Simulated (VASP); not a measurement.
Set up this calculation in VASP 6.6.1, as the native input.

```yaml
Task: electric field gradients
Functional: r2SCAN
Potentials_or_basis: VASP PAW PBE potentials, release 64 (Si, O)
Cutoff: 520 eV
k_mesh: 3 × 3 × 3
Occupations: fermi-dirac, width 0.02 eV
Spin: no spin polarisation
Dipole_correction: no
Further_INCAR_settings: LREAL = Auto; ALGO = Normal; EDIFF = 1e-08; NBANDS = 82
```

SiO2:

```
CELL_PARAMETERS angstrom
-4.94148 4.94148 4.94148
4.94148 -4.94148 4.94148
4.94148 4.94148 -4.94148
ATOMIC_POSITIONS crystal
Si 0.31388 0.31388 0.31388
Si 0.00000 0.31388 0.00000
Si 0.00000 0.00000 0.31388
Si 0.31388 0.00000 0.00000
Si 0.00000 0.00000 0.68612
Si 0.68612 0.00000 0.00000
Si 0.00000 0.68612 0.00000
Si 0.68612 0.68612 0.68612
O 0.50000 0.50000 0.50000
O 0.00000 0.50000 0.00000
O 0.00000 0.00000 0.50000
O 0.50000 0.00000 0.00000
O 0.18888 0.18888 0.37777
O 0.18888 0.37777 0.18888
O 0.81112 0.00000 0.18888
O 0.00000 0.81112 0.18888
O 0.37777 0.18888 0.18888
O 0.18888 0.81112 0.00000
O 0.81112 0.18888 0.00000
O 0.18888 0.00000 0.81112
O 0.62223 0.81112 0.81112
O 0.81112 0.62223 0.81112
O 0.00000 0.18888 0.81112
O 0.81112 0.81112 0.62223
```

The input as run:

POSCAR

```
SiO2
1.0
   -4.9414789400      4.9414789400      4.9414789400
    4.9414789400     -4.9414789400      4.9414789400
    4.9414789400      4.9414789400     -4.9414789400
Si O
8 16
Direct
    0.3138788000      0.3138788000      0.3138788000
    0.0000000000      0.3138788000      0.0000000000
    0.0000000000      0.0000000000      0.3138788000
    0.3138788000      0.0000000000      0.0000000000
    0.0000000000      0.0000000000      0.6861212000
    0.6861212000      0.0000000000      0.0000000000
    0.0000000000      0.6861212000      0.0000000000
    0.6861212000      0.6861212000      0.6861212000
    0.5000000000      0.5000000000      0.5000000000
    0.0000000000      0.5000000000      0.0000000000
    0.0000000000      0.0000000000      0.5000000000
    0.5000000000      0.0000000000      0.0000000000
    0.1888848800      0.1888848800      0.3777697600
    0.1888848800      0.3777697600      0.1888848800
    0.8111151200      0.0000000000      0.1888848800
    0.0000000000      0.8111151200      0.1888848800
    0.3777697600      0.1888848800      0.1888848800
    0.1888848800      0.8111151200      0.0000000000
    0.8111151200      0.1888848800      0.0000000000
    0.1888848800      0.0000000000      0.8111151200
    0.6222302400      0.8111151200      0.8111151200
    0.8111151200      0.6222302400      0.8111151200
    0.0000000000      0.1888848800      0.8111151200
    0.8111151200      0.8111151200      0.6222302400
```

INCAR.step1

```
ALGO = Normal ; EDIFF = 1E-4
ENCUT = 520 ; GGA = PE
ISMEAR = -1 ; LASPH = T
LCHARG = F ; LREAL = Auto
LWAVE = T ; NBANDS = 82
NELM = 80 ; PREC = Accurate
SIGMA = 0.02
```

INCAR.step2

```
ALGO = Normal ; EDIFF = 1E-8
ENCUT = 520 ; ISIF = 2
ISMEAR = -1 ; ISTART = 1
LASPH = T ; LCHARG = F
LEFG = T ; LMIXTAU = T
LREAL = Auto ; LWAVE = F
METAGGA = R2SCAN ; NBANDS = 82
NELM = 80 ; PREC = Accurate
SIGMA = 0.02
```

KPOINTS

```
k-points
0
Gamma
  3 3 3
```

Potentials or basis: VASP PAW PBE potentials, release 64 (Si, O).

Command:

```bash
$ cat potpaw_PBE.64/Si/POTCAR potpaw_PBE.64/O/POTCAR > POTCAR
$ cp INCAR.step1 INCAR
$ mpirun -np 1 vasp_std > vasp.out
$ cp INCAR.step2 INCAR
$ mpirun -np 1 vasp_std > vasp.out
```

Results of the run:

| Quantity | Value |
| --- | --- |
| Pressure | 0.2 GPa |
| Largest force | 0.023 eV/Å |
| Band gap on the k mesh | 6.26 eV |
| Largest electric field gradient by atom | Si -7.8; O +96.9, +87.4 (each value once) V/Å² |

Caveat: without QUAD_EFG the Cq values of the log hold for a quadrupole moment of 1 mb, not for the nuclei; the PAW data sets were made with another functional, which shifts forces and pressure a little; an odd mesh through Γ misses points on the zone boundary, where band edges can lie.

Run time: 17 min on 1 thread of Intel(R) Xeon(R) Platinum 8488C (Sapphire Rapids), on a shared host, peak memory 0.66 GiB.
